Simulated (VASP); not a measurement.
Wanted: the native input for a VASP 6.6.1 run.

```yaml
Task: single point
Functional: PBE
Potentials_or_basis: VASP PAW PBE potentials, release 64 (Ti_sv, Ta_pv, Si)
Cutoff: 520 eV
k_mesh: 6 × 6 × 4
Occupations: gaussian, width 0.2 eV
Spin: no spin polarisation
Dipole_correction: no
Further_INCAR_settings: ALGO = Normal; EDIFF = 1e-06; NBANDS = 50
```

The structure of Ta3TiSi8 lies in POSCAR:

```
Ta3TiSi8
1.0
   -4.8070257113      0.0002442949     -0.0000905641
    2.4037108468     -4.2037487083      0.0000362476
    0.0004652867     -0.0000547149      8.6637658349
Ti Ta Si
1 3 8
Direct
    0.9999721110      0.9999794227      0.4999975158
    0.4999970160      0.9999906033     -0.0000190937
    0.5000169543      0.5000344614      0.2494859564
   -0.0000098766      0.4999868242      0.7505458821
    0.1534923864      0.3069307228      0.0000045590
    0.6514496778      0.3028307045      0.4999882848
    0.8465133664      0.6930373129      0.0000081004
    0.3485181833      0.6971383281      0.4999922489
    0.8477409834      0.1881145173      0.2522883485
    0.3404068548      0.1881404418      0.7477005123
    0.1523051341      0.8119480523      0.2522947084
    0.6595972090      0.8118686087      0.7477129768
```

One way to write it, as run:

INCAR

```
SYSTEM = Ta3TiSi8
ALGO = Normal
EDIFF = 1E-6
ENCUT = 520
GGA = PE
ISIF = 2
ISMEAR = 0
LASPH = .TRUE.
LCHARG = .FALSE.
LREAL = .FALSE.
LWAVE = .FALSE.
NBANDS = 50
NELM = 100
PREC = Accurate
SIGMA = 0.2
```

KPOINTS

```
k-points
0
G
  6 6 4
  0 0 0
```

Potentials or basis: VASP PAW PBE potentials, release 64 (Ti_sv, Ta_pv, Si).

Launch:

```sh
$ cat potpaw_PBE.64/Ti_sv/POTCAR potpaw_PBE.64/Ta_pv/POTCAR potpaw_PBE.64/Si/POTCAR > POTCAR
$ mpirun -np 1 vasp_std > vasp.out
```

It gave:

```yaml
Pressure: 0.0 GPa
Largest_force: 0.011 eV/Å
```

Run time: 20 min on 1 thread of Intel Xeon 6975P-C (shared host), peak memory 0.66 GiB.
